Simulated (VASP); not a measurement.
SiGe3Ru2, 12 atoms in the cell. Symmetry: P6_3/mmc, No. 194, hexagonal system. Conventional cell: a = 6.060 Å, b = 6.060 Å, c = 6.981 Å, α = 90.00°, β = 90.00°, γ = 120.00°. Within 4.0 Å of Si (site symmetry -6m2) lie 6 Ge at 3.04 Å and 2 Si at 3.49 Å and 6 Ru at 3.79 Å. Within 3.2 Å of Ge (site symmetry mm2) lie 4 Ru at 2.44 to 2.55 Å and 2 Ge at 2.67 Å and 2 Si at 3.04 Å. Ru (site symmetry 3m) has 6 Ge at 2.44 to 2.55 Å and 1 Ru at 2.93 Å within 3.2 Å. 

- Program: VASP 6.6.1
- Task: single point
- Functional: PBE
- Potentials or basis: VASP PAW PBE potentials, release 64 (Si, Ge_d, Ru_pv)
- Cutoff: 520 eV
- k mesh: 6 × 6 × 6
- Occupations: gaussian, width 0.1 eV
- Spin: no spin polarisation
- Dipole correction: no
- Further INCAR settings: ALGO = Normal; EDIFF = 1e-07; NBANDS = 86

Potentials or basis: VASP PAW PBE potentials, release 64 (Si, Ge_d, Ru_pv).

Command:

```console
$ cat potpaw_PBE.64/Si/POTCAR potpaw_PBE.64/Ge_d/POTCAR potpaw_PBE.64/Ru_pv/POTCAR > POTCAR
$ mpirun -np 1 vasp_std > vasp.out
```

Hardware: 1 thread of Intel(R) Xeon(R) Platinum 8259CL CPU @ 2.50GHz (Skylake/Cascade Lake) (shared host).

Q: Estimate the wall time of this run.

A: Wall time 19 min on 1 thread of Intel(R) Xeon(R) Platinum 8259CL CPU @ 2.50GHz (Skylake/Cascade Lake) (shared host), peak memory 0.59 GiB. Counts: scf iterations 16, k points 28.
